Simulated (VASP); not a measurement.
# HfN (R-3m) in VASP: a series of runs

The runs below take HfN through electric field gradients, with LDA.

Program: VASP 6.6.1. These are calculated values, not measurements. Logs are shortened: lines on timing, memory, paths and dates and some standing lists are left out, and cuts for length are marked.

**1. The cell of the first run**

Symmetry: R-3m, No. 166, trigonal system. The conventional cell has a = 3.211 Å, b = 3.211 Å, c = 7.747 Å, α = 90.00°, β = 90.00°, γ = 120.00°. Within 3.0 Å of Hf (site symmetry -3m) lie 6 N at 2.26 Å. Within 3.0 Å of N (site symmetry -3m) lie 6 Hf at 2.26 Å.

**2. Electric field gradients, LDA (equal xy, yz and zx shear strains of -1 %)**

INCAR

```
ALGO     = Normal         # electronic algorithm
EDIFF    = 1E-8           # SCF threshold, eV
ENCUT    = 520            # plane-wave cutoff, eV
GGA      = CA             # functional
ISIF     = 2              # what is computed and relaxed
ISMEAR   = -1             # smearing method
LASPH    = True           # aspherical terms in the spheres
LCHARG   = False          # write CHGCAR
LEFG     = True         
LREAL    = False          # projectors in reciprocal space
LWAVE    = False          # write WAVECAR
NBANDS   = 14             # bands
NELM     = 60             # most SCF steps
PREC     = Accurate       # precision mode
SIGMA    = 0.03           # smearing width, eV
```

KPOINTS

```
k-points
0
Gamma
  10 10 10
```

POSCAR

```
HfN
1.0
   -0.0225900000      2.2477050000      2.2477050000
    2.2477050000     -0.0225900000      2.2477050000
    2.2477050000      2.2477050000     -0.0225900000
Hf N
1 1
Direct
    0.0000000000      0.0000000000      0.0000000000
    0.5000000000      0.5000000000      0.5000000000
```

Potentials or basis: VASP PAW LDA potentials, release 64 (Hf_pv, N).

The run is started by

```sh
$ cat potpaw_LDA.64/Hf_pv/POTCAR potpaw_LDA.64/N/POTCAR > POTCAR
$ mpirun -np 1 vasp_std > vasp.out
```

OUTCAR:

```text
EDIFF = 1E-8
   ENCUT = 520
   GGA = CA
   ISIF = 2
   ISMEAR = -1
   LASPH = True
   LREAL = False
   NELM = 60
   PREC = Accurate

 ion  position               nearest neighbor table
   1  0.000  0.000  0.000-   2 2.26   2 2.26   2 2.26   2 2.26   2 2.26   2 2.26
   2  0.500  0.500  0.500-   1 2.26   1 2.26   1 2.26   1 2.26   1 2.26   1 2.26

  LATTYP: Found a trigonal (rhomboedric) cell.
 ALAT       =     3.1788151633
 COS(alpha) =     0.4899250057

  Lattice vectors:

 A1 = (  -0.0225900000,   2.2477050000,   2.2477050000)
 A2 = (   2.2477050000,  -0.0225900000,   2.2477050000)
 A3 = (   2.2477050000,   2.2477050000,  -0.0225900000)

Analysis of symmetry for initial positions (statically):
=====================================================================
 Subroutine PRICEL returns:
 Original cell was already a primitive cell.

 Routine SETGRP: Setting up the symmetry group for a
 trigonal (rhombohedral) supercell.

 Subroutine GETGRP returns: Found 12 space group operations
 (whereof 12 operations were pure point group operations)
 out of a pool of 12 trial point group operations.

The static configuration has the point symmetry D_3d.

Analysis of symmetry for dynamics (positions and initial velocities):
=====================================================================
 Subroutine PRICEL returns:
 Original cell was already a primitive cell.

 Routine SETGRP: Setting up the symmetry group for a
 trigonal (rhombohedral) supercell.

 Subroutine GETGRP returns: Found 12 space group operations
 (whereof 12 operations were pure point group operations)
 out of a pool of 12 trial point group operations.

The dynamic configuration has the point symmetry D_3d.

 Subroutine INISYM returns: Found 12 space group operations
 (whereof 12 operations are pure point group operations),
 and found     1 'primitive' translations

----------------------------------------------------------------------------------------

                                     Primitive cell

  volume of cell :      23.0540

  direct lattice vectors                    reciprocal lattice vectors
    -0.022590000  2.247705000  2.247705000    -0.219123395  0.221347998  0.221347998
     2.247705000 -0.022590000  2.247705000     0.221347998 -0.219123395  0.221347998
     2.247705000  2.247705000 -0.022590000     0.221347998  0.221347998 -0.219123395

  length of vectors
     3.178815163  3.178815163  3.178815163     0.382105920  0.382105920  0.382105920

  position of ions in fractional coordinates (direct lattice)
     0.000000000  0.000000000  0.000000000
     0.500000000  0.500000000  0.500000000

  ion indices of the primitive-cell ions
   primitive index   ion index
                 1           1
                 2           2

----------------------------------------------------------------------------------------

 KPOINTS: k-points

Automatic generation of k-mesh.
 Grid dimensions read from file:
 generate k-points for:   10   10   10

 Generating k-lattice:

  Cartesian coordinates                     Fractional coordinates (reciprocal lattice)
    -0.021912339  0.022134800  0.022134800     0.100000000  0.000000000 -0.000000000
     0.022134800 -0.021912339  0.022134800     0.000000000  0.100000000 -0.000000000
     0.022134800  0.022134800 -0.021912339     0.000000000  0.000000000  0.100000000

  Length of vectors
     0.038210592  0.038210592  0.038210592

  Shift w.r.t. Gamma in fractional coordinates (k-lattice)
     0.000000000  0.000000000  0.000000000

 Subroutine IBZKPT returns following result:
 ===========================================

 Found    116 irreducible k-points:

 Following reciprocal coordinates:
            Coordinates               Weight
  0.000000  0.000000  0.000000      1.000000
  0.100000 -0.000000 -0.000000      6.000000
  0.200000 -0.000000 -0.000000      6.000000
  0.300000 -0.000000 -0.000000      6.000000
  0.400000 -0.000000 -0.000000      6.000000
  0.500000  0.000000 -0.000000      3.000000
[... 16 lines left out ...]
  0.300000  0.300000 -0.000000      6.000000
  0.400000  0.300000 -0.000000     12.000000
 [... further k-points ...]
   k-points           NKPTS =    116   k-points in BZ     NKDIM =    116   number of bands    NBANDS=     14
   number of dos      NEDOS =    301   number of ions     NIONS =      2
   total plane-waves  NPLWV =  13824
   dimension x,y,z NGX =    24 NGY =   24 NGZ =   24
   dimension x,y,z NGXF=    48 NGYF=   48 NGZF=   48
   ions per type =               1   1
   NGX,Y,Z   is equivalent  to a cutoff of  12.55, 12.55, 12.55 a.u.
   NGXF,Y,Z  is equivalent  to a cutoff of  25.10, 25.10, 25.10 a.u.
 SYSTEM =  unknown system
   PREC   = accura    normal or accurate (medium, high low for compatibility)
   ISTART =      0    job   : 0-new  1-cont  2-samecut
   ICHARG =      2    charge: 1-file 2-atom 10-const
   ISPIN  =      1    spin polarized calculation?
   LNONCOLLINEAR =      F non collinear calculations
   LSORBIT =      F    spin-orbit coupling
   LASPH  =      T    aspherical Exc in radial PAW
   ENCUT  =  520.0 eV  38.22 Ry    6.18 a.u.   5.91  5.91  5.91*2*pi/ulx,y,z
   NELM   =     60;   NELMIN=  2; NELMDL= -5     # of ELM steps
   EDIFF  = 0.1E-07   stopping-criterion for ELM
   LREAL  =      F    real-space projection
   EDIFFG = 0.1E-06   stopping-criterion for IOM
   NSW    =      0    number of steps for IOM
   IBRION =     -1    ionic relax: 0-MD 1-quasi-New 2-CG
   NFREE  =      0    steps in history (QN), initial steepest desc. (CG)
   ISIF   =      2    stress and relaxation
   ISYM   =      2    0-nonsym 1-usesym 2-fastsym
   POTIM  = 0.5000    time-step for ionic-motion
   TEBEG  =    0.0;   TEEND  =   0.0 temperature during run
   PSTRESS=    0.0 pullay stress
   NELECT =      15.0000    total number of electrons
   NUPDOWN=      -1.0000    fix difference up-down
   EMIN   =  10.00;   EMAX   =-10.00  energy-range for DOS
   EFERMI =   0.00;   METHOD = LEGACY
   ISMEAR =    -1;   SIGMA  =   0.03  broadening in eV -4-tet -1-fermi 0-gaus
   EFERMI_NEDOS =   21; number of points for ismear=-14 and -15
   IALGO  =     38    algorithm
   IMIX   =      4    mixing-type and parameters
     AMIX     =   0.40;   BMIX     =  1.00
     AMIX_MAG =   1.60;   BMIX_MAG =  1.00
  volume/ion in A,a.u.               =      11.53        77.79
  Fermi-wavevector in a.u.,A,eV,Ry     =   1.418589  2.680744 27.380292  2.012395
  Thomas-Fermi vector in A             =   2.539699
   LORBIT       =      0    0 simple, 1 ext, 2 COOP (PROOUT), +10 PAW based schemes
   GGA     = CA    functional components
   LHFCALC =     F    Hartree Fock is set to
   AEXX    =    0.0000 exact exchange contribution
   IVDW    =     0    specifies the selected vdW correction
   LEPSILON=     F    determine dielectric tensor
   LRPA    =     F    only Hartree local field effects (RPA)
 non-spin polarized calculation
  energy-cutoff  :      520.00
  volume of cell :       23.05
 maximum number of plane-waves:       632
   NGX = 11   NGY = 11   NGZ = 11

 number of electron      14.9999999 magnetization

 Free energy of the ion-electron system (eV)
  ---------------------------------------------------
  ext. energy  EPLUGINS =         0.00000000
  ---------------------------------------------------
  free energy    TOTEN  =       -23.83386611 eV

  energy without entropy =      -23.83150670  energy(sigma->0) =      -23.83268640

 E-fermi :   8.2305     XC(G=0): -12.9800

 val. band max:        8.2286945098   @ k =  -0.4000  -0.4000   0.3000
 cond. band min:       8.2397828223   @ k =   0.2000   0.1000   0.1000
 fundamental gap:      0.0110883124
 Fermi energy:         8.2305206181

 k-point     1 :       0.0000    0.0000    0.0000
  band No.  band energies     occupation
      1     -22.7416      2.00000
      2     -22.7416      2.00000
      3     -22.7270      2.00000
      4      -9.0419      2.00000
      5       5.2140      2.00000
      6       5.2140      2.00000
      7       5.2929      2.00000
      8       7.7247      2.00000
      9       7.7247      2.00000
     10       7.9534      1.99981
     11      10.1077      0.00000
     12      10.1077      0.00000
     13      10.1913      0.00000
     14      17.8495      0.00000

 k-point     2 :       0.1000   -0.0000   -0.0000
  band No.  band energies     occupation
      1     -22.8421      2.00000
      2     -22.7492      2.00000
      3     -22.7375      2.00000
      4      -8.8093      2.00000
      5       4.2973      2.00000
      6       4.6520      2.00000
      7       4.7404      2.00000
      8       8.0060      1.99888
      9       8.0586      1.99353
     10       8.2690      0.43404
     11      10.8378      0.00000
     12      10.8506      0.00000
     13      10.8692      0.00000
     14      18.5944      0.00000

 k-point     3 :       0.2000   -0.0000   -0.0000
  band No.  band energies     occupation
      1     -23.0987      2.00000
      2     -22.7692      2.00000
      3     -22.7610      2.00000
      4      -8.1832      2.00000
      5       2.6334      2.00000
      6       3.6406      2.00000
      7       3.7508      2.00000
      8       8.4574      0.00104
      9       8.8662      0.00000
     10       9.0594      0.00000
     11      12.2581      0.00000
     12      12.5194      0.00000
     13      12.5255      0.00000
     14      19.5446      0.00000
[... 324 lines left out ...]
 k-point    23 :       0.3000    0.3000   -0.0000
  band No.  band energies     occupation
      1     -23.3161      2.00000
      2     -22.9535      2.00000
      3     -22.9364      2.00000
      4      -7.7234      2.00000
      5       1.4439      2.00000
      6       4.3600      2.00000
      7       4.4330      2.00000
      8       5.2675      2.00000
      9      11.3883      0.00000
     10      12.0318      0.00000
     11      12.2171      0.00000
     12      12.2884      0.00000
     13      17.1776      0.00000
     14      19.5369      0.00000

 k-point    24 :       0.4000    0.3000   -0.0000
  band No.  band energies     occupation
      1     -23.4288      2.00000
      2     -23.0140      2.00000
      3     -22.9687      2.00000
      4      -7.6126      2.00000
      5       1.6658      2.00000
      6       3.6180      2.00000
      7       4.1758      2.00000
      8       5.7132      2.00000
      9      12.2246      0.00000
     10      12.7511      0.00000
     11      12.9354      0.00000
     12      13.0421      0.00000
     13      17.3343      0.00000
     14      19.3833      0.00000

 [... further k-points ...]
[... 5 lines left out ...]
  --------------------------------------------------------------------------------------
  -------------------------------------------------------------------------------------
  Total       -1.5224823     -1.5224823     -1.5224823      0.1356809      0.1356809      0.1356809
  in kB     -105.8075940   -105.8075940   -105.8075940      9.4293807      9.4293807      9.4293807
  external PRESSURE =    -105.8075940 kB  Pullay stress =       0.0000000 kB

 VOLUME and BASIS-vectors are now :
 -----------------------------------------------------------------------------
  energy-cutoff  :      520.00
  volume of cell :       23.05
      direct lattice vectors                 reciprocal lattice vectors
    -0.022590000  2.247705000  2.247705000    -0.219123395  0.221347998  0.221347998
     2.247705000 -0.022590000  2.247705000     0.221347998 -0.219123395  0.221347998
     2.247705000  2.247705000 -0.022590000     0.221347998  0.221347998 -0.219123395

 POSITION                                       TOTAL-FORCE (eV/Angst)
 -----------------------------------------------------------------------------------
      0.00000      0.00000      0.00000        -0.000000     -0.000000      0.000000
      2.23641      2.23641      2.23641         0.000000      0.000000     -0.000000
 -----------------------------------------------------------------------------------
    total drift:                                0.000000     -0.000000     -0.000000

  FREE ENERGIE OF THE ION-ELECTRON SYSTEM (eV)
  ---------------------------------------------------
  free  energy   TOTEN  =       -23.8338661060 eV

  energy  without entropy=      -23.8315067014  energy(sigma->0) =      -23.83268640

 Electric field gradients (V/A^2)
---------------------------------------------------------------------
 ion       V_xx      V_yy      V_zz      V_xy      V_xz      V_yz
---------------------------------------------------------------------
   1       0.000    -0.000     0.000     4.070     4.070     4.070
   2      -0.000    -0.000    -0.000    -0.531    -0.531    -0.531
---------------------------------------------------------------------

 Electric field gradients after diagonalization (V/A^2)
 (convention: |V_zz| > |V_xx| > |V_yy|)
----------------------------------------------------------------------
 ion       V_xx      V_yy      V_zz     asymmetry (V_yy - V_xx)/ V_zz
----------------------------------------------------------------------
   1      -4.070    -4.070     8.140       0.000
   2       0.531     0.531    -1.062       0.000
----------------------------------------------------------------------

           NMR quadrupolar parameters

 Cq : quadrupolar parameter    Cq=e*Q*V_zz/h
 eta: asymmetry parameters     (V_yy - V_xx)/ V_zz
 Q  : nuclear electric quadrupole moment in mb (millibarn)
----------------------------------------------------------------------
 ion       Cq(MHz)       eta       Q (mb)
----------------------------------------------------------------------
   1       0.020       0.000       1.000
   2      -0.003       0.000       1.000
----------------------------------------------------------------------
```

It took 25 s on 1 thread of Intel Xeon 6975P-C, shared host; peak memory 0.16 GiB.

Results:

* Free energy: -23.8339 eV
* Pressure: -10.6 GPa

Electric field gradients, principal values (V/Å²):
| atom | least | middle | greatest (by size) |
| --- | --- | --- | --- |
| 1 Hf | -4.070 | -4.070 | 8.140 |
| 2 N | 0.531 | 0.531 | -1.062 |

Caveat: the cell differs from its parent crystal (equal xy, yz and zx shear strains of -1 %); without QUAD_EFG the Cq values of the log hold for a quadrupole moment of 1 mb, not for the nuclei; spin-orbit coupling is left out, which moves the levels of the heavy elements.

**3. Electric field gradients, LDA (equal xy, yz and zx shear strains of -1 %)**

INCAR

```
SYSTEM = HfN
ALGO     = Normal         ! electronic algorithm
EDIFF    = 1E-8           ! SCF threshold, eV
ENCUT    = 520            ! plane-wave cutoff, eV
GGA      = CA             ! functional
ISIF     = 2              ! what is computed and relaxed
ISMEAR   = -1             ! smearing method
LASPH    = .TRUE.         ! aspherical terms in the spheres
LCHARG   = .FALSE.        ! write CHGCAR
LEFG     = .TRUE.       
LREAL    = .FALSE.        ! projectors in reciprocal space
LWAVE    = .FALSE.        ! write WAVECAR
NBANDS   = 14             ! bands
NELM     = 60             ! most SCF steps
PREC     = Accurate       ! precision mode
SIGMA    = 0.03           ! smearing width, eV
```

KPOINTS

```
k-points
0
G
  10 10 10
  0 0 0
```

POSCAR is that of step 2.

Potentials or basis: VASP PAW LDA potentials, release 64 (Hf_pv, N).

The run is started by

```sh
$ cat potpaw_LDA.64/Hf_pv/POTCAR potpaw_LDA.64/N/POTCAR > POTCAR
$ mpirun -np 1 vasp_std > vasp.out
```

OUTCAR:

```text
SYSTEM = HfN
   EDIFF = 1E-8
   ENCUT = 520
   GGA = CA
   ISIF = 2
   ISMEAR = -1
   LASPH = .TRUE.
   LREAL = .FALSE.
   NELM = 60
   PREC = Accurate

 ion  position               nearest neighbor table
   1  0.000  0.000  0.000-   2 2.26   2 2.26   2 2.26   2 2.26   2 2.26   2 2.26
   2  0.500  0.500  0.500-   1 2.26   1 2.26   1 2.26   1 2.26   1 2.26   1 2.26

  LATTYP: Found a trigonal (rhomboedric) cell.
 ALAT       =     3.1788151633
 COS(alpha) =     0.4899250057

  Lattice vectors:

 A1 = (  -0.0225900000,   2.2477050000,   2.2477050000)
[... 621 lines left out ...]
  free  energy   TOTEN  =       -23.8338661060 eV

  energy  without entropy=      -23.8315067014  energy(sigma->0) =      -23.83268640

 Electric field gradients (V/A^2)
---------------------------------------------------------------------
 ion       V_xx      V_yy      V_zz      V_xy      V_xz      V_yz
---------------------------------------------------------------------
   1       0.000    -0.000     0.000     4.070     4.070     4.070
   2      -0.000    -0.000    -0.000    -0.531    -0.531    -0.531
---------------------------------------------------------------------

 Electric field gradients after diagonalization (V/A^2)
 (convention: |V_zz| > |V_xx| > |V_yy|)
----------------------------------------------------------------------
 ion       V_xx      V_yy      V_zz     asymmetry (V_yy - V_xx)/ V_zz
----------------------------------------------------------------------
   1      -4.070    -4.070     8.140       0.000
   2       0.531     0.531    -1.062       0.000
----------------------------------------------------------------------

           NMR quadrupolar parameters

 Cq : quadrupolar parameter    Cq=e*Q*V_zz/h
 eta: asymmetry parameters     (V_yy - V_xx)/ V_zz
 Q  : nuclear electric quadrupole moment in mb (millibarn)
----------------------------------------------------------------------
 ion       Cq(MHz)       eta       Q (mb)
----------------------------------------------------------------------
   1       0.020       0.000       1.000
   2      -0.003       0.000       1.000
----------------------------------------------------------------------
```

Wall time 26 s (1 thread of Intel Xeon 6975P-C, shared host); peak memory 0.16 GiB.

Results:

- Free energy: -23.8339 eV
- Pressure: -10.6 GPa

Levels at points of the mesh, in eV from the Fermi level:
```csv
k point,band 5,band 6,band 7,band 8,band 9,band 10
"(0.00, 0.00, 0.00)",-3.02,-3.02,-2.94,-0.51,-0.51,-0.28
"(0.50, 0.00, 0.00)",-8.88,-6.23,-6.09,3.16,3.48,3.78
"(0.50, 0.50, 0.00)",-5.33,-3.86,-3.68,-3.61,4.00,5.41
"(0.50, 0.50, 0.50)",-8.86,-6.28,-6.28,3.29,3.72,3.72
```

Electric field gradients, principal values (V/Å²):
| atom | least | middle | greatest (by size) |
| --- | --- | --- | --- |
| 1 Hf | -4.070 | -4.070 | 8.140 |
| 2 N | 0.531 | 0.531 | -1.062 |

Caveat: the cell differs from its parent crystal (equal xy, yz and zx shear strains of -1 %); without QUAD_EFG the Cq values of the log hold for a quadrupole moment of 1 mb, not for the nuclei; spin-orbit coupling is left out, which moves the levels of the heavy elements.

(Part 1 of 2 ends here.)
